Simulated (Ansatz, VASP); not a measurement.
**LiF: VASP beside Ansatz**

```xyz
2
Lattice="0.0000 2.0140 2.0543 2.0140 0.0000 2.0543 2.0140 2.0140 0.0000" Properties=species:S:1:pos:R:3 pbc="T T T"
Li    0.0000    0.0000    0.0000
F     2.0140    2.0140    2.0543
```

Change from the starting cell: zz strain of +2 %, crystal datasets.

Alike in both runs: task electric field gradients; functional LDA; k mesh 10 × 10 × 10; occupations fermi-dirac, width 0.03 eV; no spin polarisation.

|  | VASP | Ansatz |
| --- | --- | --- |
| version | VASP 6.6.1 | Ansatz 0.2.0 |
| potentials or method | VASP PAW LDA potentials, release 64 (Li_sv, F), cutoff 520 eV | all-electron PAW with datasets made for the crystal, scalar-relativistic |

```csv
,VASP,Ansatz,Ansatz less VASP
gap on the k mesh at the Fermi level (eV),8.63,8.61,-0.011
size of Vzz on the site where it differs most (V/Å²),0.7,0.5,-0.15
```

LDA's correlation is that of Perdew and Zunger in VASP and of Perdew and Wang (1992) in Ansatz. Ansatz ran all-electron here, and VASP with PAW potentials.

Noted on VASP's run: the cutoff is short for stress, so the pressure is rough.
